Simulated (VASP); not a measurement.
# SnO (P4/nmm) in VASP: settings compared

SnO is run at these levels: PBE, PBE+D3(BJ); tasks: single point.

Everything below comes from runs of VASP 6.6.1. Logs are shortened: lines on timing, memory, paths and dates and some standing lists are left out, and cuts for length are marked.

## 1. The cell of the first run

It takes space group P4/nmm (No. 129, tetragonal). The conventional cell has a = 3.798 Å, b = 3.798 Å, c = 4.563 Å, α = 90.00°, β = 90.00°, γ = 90.00°. Within 2.9 Å of Sn (site symmetry 4mm) lie 4 O at 2.23 Å. Within 2.9 Å of O (site symmetry -4m2) lie 4 Sn at 2.23 Å and 4 O at 2.69 Å.

## 2. Single point, PBE

File INCAR:

```
PREC = Accurate
ENCUT = 910
EDIFF = 1E-6
ISMEAR = -1
SIGMA = 0.05
LREAL = False
LASPH = True
NELM = 120
ALGO = Normal
ISIF = 2
LWAVE = False
LCHARG = False
GGA = PE
NBANDS = 28
GGA_COMPAT = False
```

File KPOINTS:

```
Automatic mesh
0
Gamma
  7 7 6
```

File POSCAR:

```
SnO
1.0
    3.7979937526      0.0000000000      0.0000000000
    0.0000000000      3.7979937526      0.0000000000
    0.0000000000      0.0000000000      4.5634583522
Sn O
2 2
Direct
    0.5000000000      0.0000000000      0.7456728433
    0.0000000000      0.5000000000      0.2543271567
    0.0000000000      0.0000000000      0.0000000000
    0.5000000000      0.5000000000      0.0000000000
```

Potentials or basis: VASP PAW PBE potentials, release 64 (Sn_d, O_h).

On the command line:

```console
$ cat potpaw_PBE.64/Sn_d/POTCAR potpaw_PBE.64/O_h/POTCAR > POTCAR
$ mpirun -np 1 vasp_std > vasp.out
```

OUTCAR:

```text
PREC = Accurate
   ENCUT = 910
   EDIFF = 1E-6
   ISMEAR = -1
   LREAL = False
   LASPH = True
   NELM = 120
   ISIF = 2
   GGA = PE

 ion  position               nearest neighbor table
   1  0.500  0.000  0.746-   3 2.23   4 2.23   4 2.23   3 2.23   2 3.50   2 3.50   2 3.50   2 3.50
                             2 3.55   2 3.55   2 3.55   2 3.55
   2  0.000  0.500  0.254-   3 2.23   4 2.23   3 2.23   4 2.23   1 3.50   1 3.50   1 3.50   1 3.50
                             1 3.55   1 3.55   1 3.55   1 3.55
   3  0.000  0.000  0.000-   1 2.23   2 2.23   2 2.23   1 2.23
   4  0.500  0.500  0.000-   1 2.23   2 2.23   1 2.23   2 2.23

  LATTYP: Found a simple tetragonal cell.
 ALAT       =     3.7979937526
 C/A-ratio  =     1.2015444599

  Lattice vectors:

 A1 = (   3.7979937526,   0.0000000000,   0.0000000000)
 A2 = (   0.0000000000,   3.7979937526,   0.0000000000)
 A3 = (   0.0000000000,   0.0000000000,   4.5634583522)

Analysis of symmetry for initial positions (statically):
=====================================================================
 Subroutine PRICEL returns:
 Original cell was already a primitive cell.

 Routine SETGRP: Setting up the symmetry group for a
 simple tetragonal supercell.

 Subroutine GETGRP returns: Found 16 space group operations
 (whereof  8 operations were pure point group operations)
 out of a pool of 16 trial point group operations.

The static configuration has the point symmetry D_2d.
 The point group associated with its full space group is D_4h.

Analysis of symmetry for dynamics (positions and initial velocities):
=====================================================================
 Subroutine PRICEL returns:
 Original cell was already a primitive cell.

 Routine SETGRP: Setting up the symmetry group for a
 simple tetragonal supercell.

 Subroutine GETGRP returns: Found 16 space group operations
 (whereof  8 operations were pure point group operations)
 out of a pool of 16 trial point group operations.

The dynamic configuration has the point symmetry D_2d.
 The point group associated with its full space group is D_4h.

 Subroutine INISYM returns: Found 16 space group operations
 (whereof  8 operations are pure point group operations),
 and found     1 'primitive' translations

----------------------------------------------------------------------------------------

                                     Primitive cell

  volume of cell :      65.8268

  direct lattice vectors                    reciprocal lattice vectors
     3.797993753  0.000000000  0.000000000     0.263296905  0.000000000  0.000000000
     0.000000000  3.797993753  0.000000000     0.000000000  0.263296905  0.000000000
     0.000000000  0.000000000  4.563458352     0.000000000  0.000000000  0.219132054

  length of vectors
     3.797993753  3.797993753  4.563458352     0.263296905  0.263296905  0.219132054

  position of ions in fractional coordinates (direct lattice)
     0.500000000  0.000000000  0.745672843
     0.000000000  0.500000000  0.254327157
     0.000000000  0.000000000  0.000000000
     0.500000000  0.500000000  0.000000000

  ion indices of the primitive-cell ions
   primitive index   ion index
                 1           1
                 2           2
                 3           3
                 4           4

----------------------------------------------------------------------------------------

 KPOINTS: Automatic mesh

Automatic generation of k-mesh.
 Grid dimensions read from file:
 generate k-points for:    7    7    6

 Generating k-lattice:

  Cartesian coordinates                     Fractional coordinates (reciprocal lattice)
     0.037613844  0.000000000  0.000000000     0.142857143  0.000000000  0.000000000
     0.000000000  0.037613844  0.000000000     0.000000000  0.142857143  0.000000000
     0.000000000  0.000000000  0.036522009     0.000000000  0.000000000  0.166666667

  Length of vectors
     0.037613844  0.037613844  0.036522009

  Shift w.r.t. Gamma in fractional coordinates (k-lattice)
     0.000000000  0.000000000  0.000000000

 Subroutine IBZKPT returns following result:
 ===========================================

 Found     40 irreducible k-points:

 Following reciprocal coordinates:
            Coordinates               Weight
  0.000000  0.000000  0.000000      1.000000
  0.142857  0.000000  0.000000      4.000000
  0.285714  0.000000  0.000000      4.000000
  0.428571  0.000000  0.000000      4.000000
  0.142857  0.142857  0.000000      4.000000
  0.285714  0.142857  0.000000      8.000000
[... 16 lines left out ...]
  0.285714  0.000000  0.333333      8.000000
  0.428571  0.000000  0.333333      8.000000
 [... further k-points ...]
   k-points           NKPTS =     40   k-points in BZ     NKDIM =     40   number of bands    NBANDS=     28
   number of dos      NEDOS =    301   number of ions     NIONS =      4
   total plane-waves  NPLWV =  76800
   dimension x,y,z NGX =    40 NGY =   40 NGZ =   48
   dimension x,y,z NGXF=    80 NGYF=   80 NGZF=   96
   ions per type =               2   2
   NGX,Y,Z   is equivalent  to a cutoff of  17.51, 17.51, 17.49 a.u.
   NGXF,Y,Z  is equivalent  to a cutoff of  35.02, 35.02, 34.97 a.u.
 SYSTEM =  unknown system
   PREC   = accura    normal or accurate (medium, high low for compatibility)
   ISTART =      0    job   : 0-new  1-cont  2-samecut
   ICHARG =      2    charge: 1-file 2-atom 10-const
   ISPIN  =      1    spin polarized calculation?
   LNONCOLLINEAR =      F non collinear calculations
   LSORBIT =      F    spin-orbit coupling
   LASPH  =      T    aspherical Exc in radial PAW
   ENCUT  =  910.0 eV  66.88 Ry    8.18 a.u.   9.34  9.34 11.22*2*pi/ulx,y,z
   NELM   =    120;   NELMIN=  2; NELMDL= -5     # of ELM steps
   EDIFF  = 0.1E-05   stopping-criterion for ELM
   LREAL  =      F    real-space projection
   EDIFFG = 0.1E-04   stopping-criterion for IOM
   NSW    =      0    number of steps for IOM
   IBRION =     -1    ionic relax: 0-MD 1-quasi-New 2-CG
   NFREE  =      0    steps in history (QN), initial steepest desc. (CG)
   ISIF   =      2    stress and relaxation
   ISYM   =      2    0-nonsym 1-usesym 2-fastsym
   POTIM  = 0.5000    time-step for ionic-motion
   TEBEG  =    0.0;   TEEND  =   0.0 temperature during run
   PSTRESS=    0.0 pullay stress
   NELECT =      40.0000    total number of electrons
   NUPDOWN=      -1.0000    fix difference up-down
   EMIN   =  10.00;   EMAX   =-10.00  energy-range for DOS
   EFERMI =   0.00;   METHOD = LEGACY
   ISMEAR =    -1;   SIGMA  =   0.05  broadening in eV -4-tet -1-fermi 0-gaus
   EFERMI_NEDOS =   21; number of points for ismear=-14 and -15
   IALGO  =     38    algorithm
   IMIX   =      4    mixing-type and parameters
     AMIX     =   0.40;   BMIX     =  1.00
     AMIX_MAG =   1.60;   BMIX_MAG =  1.00
  volume/ion in A,a.u.               =      16.46       111.06
  Fermi-wavevector in a.u.,A,eV,Ry     =   1.386630  2.620351 26.160508  1.922743
  Thomas-Fermi vector in A             =   2.510928
   LORBIT       =      0    0 simple, 1 ext, 2 COOP (PROOUT), +10 PAW based schemes
   GGA     = PE    functional components
   LHFCALC =     F    Hartree Fock is set to
   AEXX    =    0.0000 exact exchange contribution
   IVDW    =     0    specifies the selected vdW correction
   LEPSILON=     F    determine dielectric tensor
   LRPA    =     F    only Hartree local field effects (RPA)
 non-spin polarized calculation
  energy-cutoff  :      910.00
  volume of cell :       65.83
 maximum number of plane-waves:      4131
 NGX is ok and might be reduce to    40
   NGX = 19   NGY = 19   NGZ = 23

 number of electron      39.9999993 magnetization

 Free energy of the ion-electron system (eV)
  ---------------------------------------------------
  ext. energy  EPLUGINS =         0.00000000
  ---------------------------------------------------
  free energy    TOTEN  =       -22.60880052 eV

  energy without entropy =      -22.60575876  energy(sigma->0) =      -22.60727964

 E-fermi :   8.1122     XC(G=0): -10.6381

 val. band max:        8.0944621070   @ k =   0.1429   0.0000   0.0000
 cond. band min:       8.1417876523   @ k =   0.0000   0.0000   0.0000
 fundamental gap:      0.0473255454
 Fermi energy:         8.1122451788

 k-point     1 :       0.0000    0.0000    0.0000
  band No.  band energies     occupation
      1     -13.9550      2.00000
      2     -13.5336      2.00000
      3     -13.5336      2.00000
      4     -13.5082      2.00000
      5     -13.4839      2.00000
      6     -13.4824      2.00000
[... 20 lines left out ...]
     27      14.7023      0.00000
     28      14.9720      0.00000

 k-point     2 :       0.1429    0.0000    0.0000
  band No.  band energies     occupation
      1     -13.9422      2.00000
      2     -13.5300      2.00000
      3     -13.5260      2.00000
      4     -13.5113      2.00000
      5     -13.4834      2.00000
      6     -13.4735      2.00000
[... 20 lines left out ...]
     27      14.8489      0.00000
     28      16.4510      0.00000

 k-point     3 :       0.2857    0.0000    0.0000
  band No.  band energies     occupation
      1     -13.9072      2.00000
      2     -13.6322      2.00000
      3     -13.5181      2.00000
      4     -13.5051      2.00000
      5     -13.4804      2.00000
      6     -13.4798      2.00000
[... 20 lines left out ...]
     27      15.1717      0.00000
     28      18.5592      0.00000

 k-point     4 :       0.4286    0.0000    0.0000
  band No.  band energies     occupation
      1     -13.8501      2.00000
      2     -13.7604      2.00000
      3     -13.4997      2.00000
      4     -13.4835      2.00000
      5     -13.4776      2.00000
      6     -13.4729      2.00000
[... 578 lines left out ...]
     27      16.4683      0.00000
     28      16.8364      0.00000

 k-point    23 :       0.2857    0.0000    0.3333
  band No.  band energies     occupation
      1     -13.9021      2.00000
      2     -13.6779      2.00000
      3     -13.5257      2.00000
      4     -13.4891      2.00000
      5     -13.4883      2.00000
      6     -13.4817      2.00000
[... 20 lines left out ...]
     27      16.7496      0.00000
     28      18.4190      0.00000

 k-point    24 :       0.4286    0.0000    0.3333
  band No.  band energies     occupation
      1     -13.8649      2.00000
      2     -13.7932      2.00000
      3     -13.5276      2.00000
      4     -13.5148      2.00000
      5     -13.4779      2.00000
      6     -13.4756      2.00000
[... 20 lines left out ...]
     27      17.0808      0.00000
     28      17.7388      0.00000

 [... further k-points ...]
[... 5 lines left out ...]
  --------------------------------------------------------------------------------------
  -------------------------------------------------------------------------------------
  Total        2.0826349      2.0826349      2.0947804      0.0000000      0.0000000      0.0000000
  in kB       50.6898649     50.6898649     50.9854785      0.0000000      0.0000000      0.0000000
  external PRESSURE =      50.7884027 kB  Pullay stress =       0.0000000 kB

 VOLUME and BASIS-vectors are now :
 -----------------------------------------------------------------------------
  energy-cutoff  :      910.00
  volume of cell :       65.83
      direct lattice vectors                 reciprocal lattice vectors
     3.797993753  0.000000000  0.000000000     0.263296905  0.000000000  0.000000000
     0.000000000  3.797993753  0.000000000     0.000000000  0.263296905  0.000000000
     0.000000000  0.000000000  4.563458352     0.000000000  0.000000000  0.219132054

 POSITION                                       TOTAL-FORCE (eV/Angst)
 -----------------------------------------------------------------------------------
      1.89900      0.00000      3.40285        -0.000000      0.000000     -0.076647
      0.00000      1.89900      1.16061         0.000000     -0.000000      0.076647
      0.00000      0.00000      0.00000         0.000000      0.000000      0.000000
      1.89900      1.89900      0.00000         0.000000      0.000000      0.000000
 -----------------------------------------------------------------------------------
    total drift:                               -0.000000      0.000000      0.000000

  FREE ENERGIE OF THE ION-ELECTRON SYSTEM (eV)
  ---------------------------------------------------
  free  energy   TOTEN  =       -22.6088005166 eV

  energy  without entropy=      -22.6057587597  energy(sigma->0) =      -22.60727964
```

It took 80 s on 1 thread of Intel Xeon 6975P-C (Granite Rapids), shared host; peak memory 0.33 GiB.

What came out:

```
Free energy            : -22.6088 eV
Pressure               : 5.1 GPa
Largest force          : 0.077 eV/Å
Band gap on the k mesh : zero (band 20 reaches 8.14 eV, above the bottom of band 21 at 8.02 eV)
```

Forces in eV/Å, atoms in the order of the input:
```
Sn   0.000  0.000 -0.077
Sn   0.000  0.000  0.077
O    0.000  0.000  0.000
O    0.000  0.000  0.000
```

Caveat: the cutoff is under 1.25 times the usual one of these potentials, so pressure, stress and relaxed cells hold a basis-set (Pulay) error; spin-orbit coupling is left out, which moves the levels of the heavy elements.

## 3. Single point, PBE+D3(BJ)

This run uses another cell than the first one, of 17.54 Å³/atom, 1.066 times its volume.

File INCAR:

```
SYSTEM = SnO
PREC = Accurate
ENCUT = 910
EDIFF = 1E-6
ISMEAR = -1
SIGMA = 0.05
LREAL = .FALSE.
LASPH = .TRUE.
NELM = 120
ALGO = Normal
ISIF = 2
LWAVE = .FALSE.
LCHARG = .FALSE.
GGA = PE
IVDW = 12
NBANDS = 28
GGA_COMPAT = .FALSE.
```

File KPOINTS:

```
regular mesh
0
G
  7 7 6
  0 0 0
```

File POSCAR:

```
SnO
1.0
    3.8376362747      0.0000000000      0.0000000000
    0.0000000000      3.8376362747      0.0000000000
    0.0000000000      0.0000000000      4.7638317814
Sn O
2 2
Direct
    0.5000000000      0.0000000000      0.7568718637
    0.0000000000      0.5000000000      0.2431281363
    0.0000000000      0.0000000000      0.0000000000
    0.5000000000      0.5000000000      0.0000000000
```

Potentials or basis: VASP PAW PBE potentials, release 64 (Sn_d, O_h).

On the command line:

```console
$ cat potpaw_PBE.64/Sn_d/POTCAR potpaw_PBE.64/O_h/POTCAR > POTCAR
$ mpirun -np 1 vasp_std > vasp.out
```

It took 2.1 min on 1 thread of Intel Xeon Platinum 8488C (Sapphire Rapids), shared host; peak memory 0.35 GiB.

The run converged. Its results:

```yaml
Free_energy: -23.6428 eV
Pressure: 0.1 GPa
Largest_force: 0.072 eV/Å
Band_gap_on_the_k_mesh: 0.25 eV, indirect (least direct gap 1.97 eV)
Dispersion_energy_per_atom: -0.235 eV
```

Forces on the atoms (eV/Å):
```
Sn   0.000  0.000 -0.072
Sn   0.000  0.000  0.072
O    0.000  0.000  0.000
O    0.000  0.000  0.000
```

Stress tensor (GPa, compression positive):
```
0.04 0.00 0.00
0.00 0.04 0.00
0.00 0.00 0.12
```

Levels at points of the mesh, in eV from the valence-band top:
```csv
k point,band 17,band 18,band 19,band 20,band 21,band 22,band 23,band 24
"(0.00, 0.00, 0.00)",-3.33,-3.04,-3.04,0.00,2.16,4.54,4.54,4.68
"(0.00, 0.00, 0.50)",-3.06,-3.06,-3.01,-2.07,1.72,2.84,2.84,3.57
```

Caveat: the cutoff is under 1.25 times the usual one of these potentials, so pressure, stress and relaxed cells hold a basis-set (Pulay) error; spin-orbit coupling is left out, which moves the levels of the heavy elements. A k mesh can miss the band edges.
